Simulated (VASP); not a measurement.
Here is a VASP 6.6.1 calculation.

Contents of INCAR:

```
ALGO = Normal
EDIFF = 1E-7
ENCUT = 520
GGA = PE
ISIF = 2
ISMEAR = 0
LASPH = T
LCHARG = T
LELF = T
LREAL = F
LVHAR = T
LWAVE = F
NBANDS = 10
NELM = 60
PREC = Accurate
SIGMA = 0.1
```

File KPOINTS:

```
k-points
0
Gamma
  20 20 20
```

The input POSCAR:

```
Br
1.0
   -1.4362631796      1.4362631796      3.7870499714
    1.4362631796     -1.4362631796      3.7870499714
    1.4362631796      1.4362631796     -3.7870499714
Br
1
Direct
    0.0000000000      0.0000000000      0.0000000000
```

Potentials or basis: VASP PAW PBE potentials, release 64 (Br).

Run with:

```sh
$ cat potpaw_PBE.64/Br/POTCAR > POTCAR
$ mpirun -np 1 vasp_std > vasp.out
```

**Question.** Estimate the band gap on the k mesh.

**Answer.** Zero (an odd number of electrons rules out a gap without spin polarisation).

**Question.** Predict the pressure.

**Answer.** 0.2 GPa.

Stress tensor (GPa, compression positive):
```
-0.14  0.00  0.00
 0.00 -0.14  0.00
 0.00  0.00  0.78
```

Caveat: the cell differs from its parent crystal (I replaced by Br, lengths x 0.918, strained); an odd number of electrons without spin polarisation forces a metal; a magnetic or distorted state may lie lower.
